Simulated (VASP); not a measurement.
The system is Ni.

```
CELL_PARAMETERS angstrom
-1.36026 1.36026 1.36026
1.36026 -1.36026 1.36026
1.36026 1.36026 -1.36026
ATOMIC_POSITIONS crystal
Ni 0.00000 0.00000 0.00000
```

This isn't the form of Ni at room conditions, which is fcc.

| Item | Value |
| --- | --- |
| Program | VASP 6.6.1 |
| Task | relaxation of cell and atoms |
| Functional | RPBE |
| Potentials or basis | VASP PAW PBE potentials, release 64 (Ni) |
| Cutoff | 400 eV |
| k mesh | 15 × 15 × 15 |
| Occupations | methfessel-paxton of order 2, width 0.1 eV |
| Spin | collinear spin, ferromagnetic start |
| Starting moments | [1.0] μB |

At the start: pressure 25.5 GPa; volume 10.07 Å³/atom.

Problem. Where does the relaxation end?

Solution. Over 22 steps the energy falls by 94.7 meV/atom and the volume is 11.30 Å³/atom (+12.2 %); space group Im-3m (No. 229, to 0.1 Å) before and after; moment 0.62 μB per cell.

Step by step:
| step | energy change (eV) | largest force (eV/Å) | pressure (GPa) | volume (Å³) |
| --- | --- | --- | --- | --- |
| 1 | 0.0000 | 0.0000 | 25.50 | 10.07 |
| 2 | 0.0053 | 0.0000 | -15.95 | 12.59 |
| 3 | -0.0750 | 0.0000 | -0.26 | 11.18 |
| 4 | -0.0750 | 0.0000 | 0.08 | 11.15 |
| 5 | -0.0750 | 0.0000 | 0.13 | 11.15 |
| 6 | -0.0750 | 0.0000 | 0.12 | 11.15 |
| 7 | -0.0750 | 0.0000 | 0.12 | 11.15 |
| 8 | -0.0750 | 0.0000 | 0.12 | 11.15 |
| 9 | -0.0750 | 0.0000 | 0.12 | 11.15 |
| 10 | -0.0750 | 0.0000 | 0.12 | 11.15 |
| 11 | -0.0750 | 0.0000 | 0.12 | 11.15 |
| 12 | -0.0750 | 0.0000 | 0.12 | 11.15 |
| 13 | -0.0750 | 0.0000 | 0.12 | 11.15 |
| 14 | -0.0750 | 0.0000 | 0.12 | 11.15 |
| 15 | -0.0750 | 0.0000 | 0.12 | 11.15 |
| 16 | -0.0750 | 0.0000 | 0.12 | 11.15 |
| 17 | -0.0750 | 0.0000 | 0.11 | 11.15 |
| 18 | -0.0750 | 0.0000 | 0.10 | 11.15 |
| 19 | -0.0750 | 0.0000 | 0.07 | 11.16 |
| 20 | -0.0936 | 0.0000 | 2.57 | 11.16 |
| 21 | -0.0937 | 0.0000 | -2.16 | 11.45 |
| 22 | -0.0947 | 0.0000 | 0.06 | 11.30 |

Final structure:
```
Ni
1.0
    -1.41366    1.41366    1.41366
     1.41366   -1.41366    1.41366
     1.41366    1.41366   -1.41366
Ni
1
Direct
  0.00000 0.00000 0.00000
```

Caveat: the PAW data sets were made with another functional, which shifts forces and pressure a little.
